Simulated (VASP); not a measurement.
# Ta in VASP: a series of runs

Aim: see how the results for Ta move with the level of theory and the settings. Levels: PBEsol, PBEsol+D3(BJ), BLYP+D3(BJ). Tasks: single point.

All numbers are computed with VASP 6.6.1; they aren't measurements. Logs are shortened: lines on timing, memory, paths and dates and some standing lists are left out, and cuts for length are marked.

### 1 The cell of the first run

The cell holds a wire or tube with vacuum around it, 4 atoms: a = 22.709 Å, b = 22.709 Å, c = 2.377 Å, α = 90.00°, β = 90.00°, γ = 90.00°.

### 2 Single point, PBEsol

INCAR

```
SYSTEM = Ta
ALGO = Normal
EDIFF = 1E-6
ENCUT = 520
GGA = PS
ISIF = 2
ISMEAR = 1
LASPH = .TRUE.
LCHARG = .FALSE.
LREAL = .FALSE.
LWAVE = .FALSE.
NBANDS = 30
NELM = 80
PREC = Accurate
SIGMA = 0.15
```

KPOINTS

```
k-points
0
G
  1 1 10
  0 0 0
```

POSCAR

```
Ta
1.0
   22.7091107600      0.0000000000      0.0000000000
    0.0000000000     22.7091107600      0.0000000000
    0.0000000000      0.0000000000      2.3772801000
Ta
4
Direct
    0.3186285300      0.8186285300      0.0000000000
    0.6813714700      0.1813714700      0.0000000000
    0.1813714700      0.3186285300      0.0000000000
    0.8186285300      0.6813714700      0.0000000000
```

Potentials or basis: VASP PAW PBE potentials, release 64 (Ta_pv).

Launch:

```sh
$ cat potpaw_PBE.64/Ta_pv/POTCAR > POTCAR
$ mpirun -np 1 vasp_std > vasp.out
```

OUTCAR:

```text
SYSTEM = Ta
   EDIFF = 1E-6
   ENCUT = 520
   GGA = PS
   ISIF = 2
   ISMEAR = 1
   LASPH = .TRUE.
   LREAL = .FALSE.
   NELM = 80
   PREC = Accurate

 ion  position               nearest neighbor table
   1  0.319  0.819  0.000-
   2  0.681  0.181  0.000-
   3  0.181  0.319  0.000-
   4  0.819  0.681  0.000-

  LATTYP: Found a simple tetragonal cell.
 ALAT       =    22.7091107600
 C/A-ratio  =     0.1046839801

  Lattice vectors:

 A1 = (  22.7091107600,   0.0000000000,   0.0000000000)
 A2 = (   0.0000000000,  22.7091107600,   0.0000000000)
 A3 = (   0.0000000000,   0.0000000000,   2.3772801000)

Analysis of symmetry for initial positions (statically):
=====================================================================
 Subroutine PRICEL returns:
 Original cell was already a primitive cell.

 Routine SETGRP: Setting up the symmetry group for a
 simple tetragonal supercell.

 Subroutine GETGRP returns: Found 16 space group operations
 (whereof  8 operations were pure point group operations)
 out of a pool of 16 trial point group operations.

The static configuration has the point symmetry C_4h.
 The point group associated with its full space group is D_4h.

Analysis of symmetry for dynamics (positions and initial velocities):
=====================================================================
 Subroutine PRICEL returns:
 Original cell was already a primitive cell.

 Routine SETGRP: Setting up the symmetry group for a
 simple tetragonal supercell.

 Subroutine GETGRP returns: Found 16 space group operations
 (whereof  8 operations were pure point group operations)
 out of a pool of 16 trial point group operations.

The dynamic configuration has the point symmetry C_4h.
 The point group associated with its full space group is D_4h.

 Subroutine INISYM returns: Found 16 space group operations
 (whereof  8 operations are pure point group operations),
 and found     1 'primitive' translations

----------------------------------------------------------------------------------------

                                     Primitive cell

  volume of cell :    1225.9722

  direct lattice vectors                    reciprocal lattice vectors
    22.709110760  0.000000000  0.000000000     0.044035190  0.000000000  0.000000000
     0.000000000 22.709110760  0.000000000     0.000000000  0.044035190  0.000000000
     0.000000000  0.000000000  2.377280100     0.000000000  0.000000000  0.420648791

  length of vectors
    22.709110760 22.709110760  2.377280100     0.044035190  0.044035190  0.420648791

  position of ions in fractional coordinates (direct lattice)
     0.318628530  0.818628530  0.000000000
     0.681371470  0.181371470  0.000000000
     0.181371470  0.318628530  0.000000000
     0.818628530  0.681371470  0.000000000

  ion indices of the primitive-cell ions
   primitive index   ion index
                 1           1
                 2           2
                 3           3
                 4           4

----------------------------------------------------------------------------------------

 KPOINTS: k-points

Automatic generation of k-mesh.
 Grid dimensions read from file:
 generate k-points for:    1    1   10

 Generating k-lattice:

  Cartesian coordinates                     Fractional coordinates (reciprocal lattice)
     0.044035190  0.000000000  0.000000000     1.000000000  0.000000000  0.000000000
     0.000000000  0.044035190  0.000000000     0.000000000  1.000000000  0.000000000
     0.000000000  0.000000000  0.042064879     0.000000000  0.000000000  0.100000000

  Length of vectors
     0.044035190  0.044035190  0.042064879

  Shift w.r.t. Gamma in fractional coordinates (k-lattice)
     0.000000000  0.000000000  0.000000000

 Subroutine IBZKPT returns following result:
 ===========================================

 Found      6 irreducible k-points:

 Following reciprocal coordinates:
            Coordinates               Weight
  0.000000  0.000000  0.000000      1.000000
  0.000000  0.000000  0.100000      2.000000
  0.000000  0.000000  0.200000      2.000000
  0.000000  0.000000  0.300000      2.000000
  0.000000  0.000000  0.400000      2.000000
  0.000000  0.000000  0.500000      1.000000
   k-points           NKPTS =      6   k-points in BZ     NKDIM =      6   number of bands    NBANDS=     30
   number of dos      NEDOS =    301   number of ions     NIONS =      4
   total plane-waves  NPLWV = 583200
   dimension x,y,z NGX =   180 NGY =  180 NGZ =   18
   dimension x,y,z NGXF=   360 NGYF=  360 NGZF=   36
   ions per type =               4
   NGX,Y,Z   is equivalent  to a cutoff of  13.18, 13.18, 12.59 a.u.
   NGXF,Y,Z  is equivalent  to a cutoff of  26.35, 26.35, 25.18 a.u.
 SYSTEM =  Ta
   PREC   = accura    normal or accurate (medium, high low for compatibility)
   ISTART =      0    job   : 0-new  1-cont  2-samecut
   ICHARG =      2    charge: 1-file 2-atom 10-const
   ISPIN  =      1    spin polarized calculation?
   LNONCOLLINEAR =      F non collinear calculations
   LSORBIT =      F    spin-orbit coupling
   LASPH  =      T    aspherical Exc in radial PAW
   ENCUT  =  520.0 eV  38.22 Ry    6.18 a.u.  42.22 42.22  4.42*2*pi/ulx,y,z
   NELM   =     80;   NELMIN=  2; NELMDL= -5     # of ELM steps
   EDIFF  = 0.1E-05   stopping-criterion for ELM
   LREAL  =      F    real-space projection
   EDIFFG = 0.1E-04   stopping-criterion for IOM
   NSW    =      0    number of steps for IOM
   IBRION =     -1    ionic relax: 0-MD 1-quasi-New 2-CG
   NFREE  =      0    steps in history (QN), initial steepest desc. (CG)
   ISIF   =      2    stress and relaxation
   ISYM   =      2    0-nonsym 1-usesym 2-fastsym
   POTIM  = 0.5000    time-step for ionic-motion
   TEBEG  =    0.0;   TEEND  =   0.0 temperature during run
   PSTRESS=    0.0 pullay stress
   NELECT =      44.0000    total number of electrons
   NUPDOWN=      -1.0000    fix difference up-down
   EMIN   =  10.00;   EMAX   =-10.00  energy-range for DOS
   EFERMI =   0.00;   METHOD = LEGACY
   ISMEAR =     1;   SIGMA  =   0.15  broadening in eV -4-tet -1-fermi 0-gaus
   EFERMI_NEDOS =   21; number of points for ismear=-14 and -15
   IALGO  =     38    algorithm
   IMIX   =      4    mixing-type and parameters
     AMIX     =   0.40;   BMIX     =  1.00
     AMIX_MAG =   1.60;   BMIX_MAG =  1.00
  volume/ion in A,a.u.               =     306.49      2068.32
  Fermi-wavevector in a.u.,A,eV,Ry     =   0.540006  1.020464  3.967552  0.291607
  Thomas-Fermi vector in A             =   1.566943
   LORBIT       =      0    0 simple, 1 ext, 2 COOP (PROOUT), +10 PAW based schemes
   GGA     = PS    functional components
   LHFCALC =     F    Hartree Fock is set to
   AEXX    =    0.0000 exact exchange contribution
   IVDW    =     0    specifies the selected vdW correction
   LEPSILON=     F    determine dielectric tensor
   LRPA    =     F    only Hartree local field effects (RPA)
 non-spin polarized calculation
 Methfessel and Paxton  Order N= 1 SIGMA  =   0.15
  energy-cutoff  :      520.00
  volume of cell :     1225.97
 maximum number of plane-waves:     33221
 NGX is ok and might be reduce to   180
   NGX = 85   NGY = 85   NGZ =  9

 number of electron      43.9999998 magnetization

 Free energy of the ion-electron system (eV)
  ---------------------------------------------------
  ext. energy  EPLUGINS =         0.00000000
  ---------------------------------------------------
  free energy    TOTEN  =       -27.85684999 eV

  energy without entropy =      -27.82573134  energy(sigma->0) =      -27.84647710

 E-fermi :  -3.7186     XC(G=0):  -1.8792

 val. band max:       -3.7534092361   @ k =   0.0000   0.0000   0.1000
 cond. band min:      -3.6186089625   @ k =   0.0000   0.0000   0.2000
 fundamental gap:      0.1348002735
 Fermi energy:        -3.7186343830

 k-point     1 :       0.0000    0.0000    0.0000
  band No.  band energies     occupation
      1     -38.5445      2.00000
      2     -38.5445      2.00000
      3     -38.5445      2.00000
      4     -38.5445      2.00000
      5     -38.5445      2.00000
      6     -38.5445      2.00000
[... 22 lines left out ...]
     29      -2.1477     -0.00000
     30      -2.1440     -0.00000

 k-point     2 :       0.0000    0.0000    0.1000
  band No.  band energies     occupation
      1     -38.5020      2.00000
      2     -38.5020      2.00000
      3     -38.5020      2.00000
      4     -38.5020      2.00000
      5     -38.5020      2.00000
      6     -38.5020      2.00000
[... 22 lines left out ...]
     29      -2.2608     -0.00000
     30      -2.2597     -0.00000

 k-point     3 :       0.0000    0.0000    0.2000
  band No.  band energies     occupation
      1     -38.3893      2.00000
      2     -38.3893      2.00000
      3     -38.3893      2.00000
      4     -38.3893      2.00000
      5     -38.3893      2.00000
      6     -38.3893      2.00000
[... 22 lines left out ...]
     29      -3.1413     -0.00000
     30      -3.1410     -0.00000

 k-point     4 :       0.0000    0.0000    0.3000
  band No.  band energies     occupation
      1     -38.8683      2.00000
      2     -38.8683      2.00000
      3     -38.8683      2.00000
      4     -38.8683      2.00000
      5     -38.2465      2.00000
      6     -38.2465      2.00000
[... 22 lines left out ...]
     29      -2.4976     -0.00000
     30      -2.4975     -0.00000

 k-point     5 :       0.0000    0.0000    0.4000
  band No.  band energies     occupation
      1     -39.6547      2.00000
      2     -39.6547      2.00000
      3     -39.6547      2.00000
      4     -39.6547      2.00000
      5     -38.1281      2.00000
      6     -38.1281      2.00000
[... 22 lines left out ...]
     29      -1.7776     -0.00000
     30      -1.7776     -0.00000

 k-point     6 :       0.0000    0.0000    0.5000
  band No.  band energies     occupation
      1     -39.9405      2.00000
      2     -39.9405      2.00000
      3     -39.9405      2.00000
      4     -39.9405      2.00000
      5     -38.0821      2.00000
      6     -38.0821      2.00000
[... 22 lines left out ...]
     29      -1.4606     -0.00000
     30      -1.4606     -0.00000

------------------------ aborting loop because EDIFF is reached ----------------------------------------

  FORCE on cell =-STRESS in cart. coord.  units (eV):
  Direction    XX          YY          ZZ          XY          YZ          ZX
  --------------------------------------------------------------------------------------
  -------------------------------------------------------------------------------------
  Total       -0.0286824     -0.0286824      0.7382878      0.0000000      0.0000000      0.0000000
  in kB       -0.0374839     -0.0374839      0.9648408      0.0000000      0.0000000      0.0000000
  external PRESSURE =       0.2966243 kB  Pullay stress =       0.0000000 kB

 VOLUME and BASIS-vectors are now :
 -----------------------------------------------------------------------------
  energy-cutoff  :      520.00
  volume of cell :     1225.97
      direct lattice vectors                 reciprocal lattice vectors
    22.709110760  0.000000000  0.000000000     0.044035190  0.000000000  0.000000000
     0.000000000 22.709110760  0.000000000     0.000000000  0.044035190  0.000000000
     0.000000000  0.000000000  2.377280100     0.000000000  0.000000000  0.420648791

 POSITION                                       TOTAL-FORCE (eV/Angst)
 -----------------------------------------------------------------------------------
      7.23577     18.59033      0.00000        -0.000287     -0.000287     -0.000000
     15.47334      4.11878      0.00000         0.000287      0.000287      0.000000
      4.11878      7.23577      0.00000         0.000287     -0.000287     -0.000000
     18.59033     15.47334      0.00000        -0.000287      0.000287      0.000000
 -----------------------------------------------------------------------------------
    total drift:                                0.000000      0.000000     -0.000000

  FREE ENERGIE OF THE ION-ELECTRON SYSTEM (eV)
  ---------------------------------------------------
  free  energy   TOTEN  =       -27.8568499892 eV

  energy  without entropy=      -27.8257313357  energy(sigma->0) =      -27.84647710
```

Run time: 6.1 min. Hardware: 1 thread of Intel Xeon Platinum 8488C (Sapphire Rapids), shared host; peak memory 0.98 GiB.

Results:

```yaml
Free_energy: -27.8568 eV
Band_gap_on_the_k_mesh: zero (bands 22 and 23 overlap by 2.47 eV)
```

Levels at points of the mesh, in eV from the Fermi level:
```csv
k point,band 19,band 20,band 21,band 22,band 23,band 24,band 25,band 26
"(0.00, 0.00, 0.00)",-1.77,-1.77,-0.22,-0.22,-0.22,-0.22,-0.22,-0.22
"(0.00, 0.00, 0.50)",-2.48,-2.48,2.26,2.26,2.26,2.26,2.26,2.26
```

Caveat: the PAW data sets were made with another functional, which shifts forces and pressure a little; spin-orbit coupling is left out, which moves the levels of the heavy elements.

### 3 Single point, PBEsol+D3(BJ)

INCAR

```
SYSTEM = Ta
PREC = Accurate ; ENCUT = 520
EDIFF = 1E-6 ; ISMEAR = 1
SIGMA = 0.15 ; LREAL = .FALSE.
LASPH = .TRUE. ; NELM = 80
ALGO = Normal ; ISIF = 2
LWAVE = .FALSE. ; LCHARG = .FALSE.
GGA = PS ; IVDW = 12
NBANDS = 30
```

KPOINTS

```
Automatic mesh
0
G
  1 1 10
  0 0 0
```

POSCAR is that of step 2.

Potentials or basis: VASP PAW PBE potentials, release 64 (Ta_pv).

Launch:

```sh
$ cat potpaw_PBE.64/Ta_pv/POTCAR > POTCAR
$ mpirun -np 1 vasp_std > vasp.out
```

Wall time 6.6 min (1 thread of Intel Xeon Platinum 8488C (Sapphire Rapids), shared host); peak memory 0.98 GiB.

The run converged. Its results:

| Quantity | Value |
| --- | --- |
| Free energy | -28.1055 eV |
| Band gap on the k mesh | zero (bands 22 and 23 overlap by 2.47 eV) |
| Dispersion energy per atom | -0.062 eV |

Levels at points of the mesh, in eV from the Fermi level:
```
           k point  band 19  band 20  band 21  band 22  band 23  band 24  band 25  band 26
(0.00, 0.00, 0.00)    -1.77    -1.77    -0.22    -0.22    -0.22    -0.22    -0.22    -0.22
(0.00, 0.00, 0.50)    -2.48    -2.48     2.26     2.26     2.26     2.26     2.26     2.26
```

Caveat: the PAW data sets were made with another functional, which shifts forces and pressure a little; spin-orbit coupling is left out, which moves the levels of the heavy elements.

(Continued in part 2 of 2.)

The gap in the log of VASP goes by the Fermi energy; the results here count the filled bands.